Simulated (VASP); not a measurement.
Crystal: Zr3S.

```
Zr S
1.0
     4.08563    0.00000    0.00000
     0.00000    4.08563    0.00000
     0.00000    0.00000    4.08563
Zr S
3 1
Direct
  0.00000 0.50000 0.50000
  0.50000 0.00000 0.50000
  0.50000 0.50000 0.00000
  0.00000 0.00000 0.00000
```

```yaml
Program: VASP 6.6.1
Task: relaxation of cell and atoms
Functional: PBE
Potentials_or_basis: VASP PAW PBE potentials, release 64 (Zr_sv, S)
Cutoff: 600 eV
k_mesh: 4 × 4 × 4
Occupations: gaussian, width 0.1 eV
Spin: no spin polarisation
```

At the start: pressure 15.8 GPa; volume 17.05 Å³/atom.

Question: Where does the relaxation end?

Answer: Over 3 steps the energy falls by 96.2 meV/atom and the volume is 19.25 Å³/atom (+12.9 %); space group Pm-3m (No. 221, to 0.05 Å).

The path:
| step | energy change (eV) | largest force (eV/Å) | pressure (GPa) | volume (Å³) |
| --- | --- | --- | --- | --- |
| 1 | 0.0000 | 0.0000 | 15.83 | 68.20 |
| 2 | -0.1046 | 0.0000 | -8.48 | 86.21 |
| 3 | -0.3846 | 0.0000 | -0.22 | 77.02 |

Final structure:
```
Zr S
1.0
     4.25460    0.00000    0.00000
     0.00000    4.25460    0.00000
     0.00000    0.00000    4.25460
Zr S
3 1
Direct
  0.00000 0.50000 0.50000
  0.50000 0.00000 0.50000
  0.50000 0.50000 0.00000
  0.00000 0.00000 0.00000
```

Caveat: the k points lie up to 0.37 Å⁻¹ apart in the final cell.
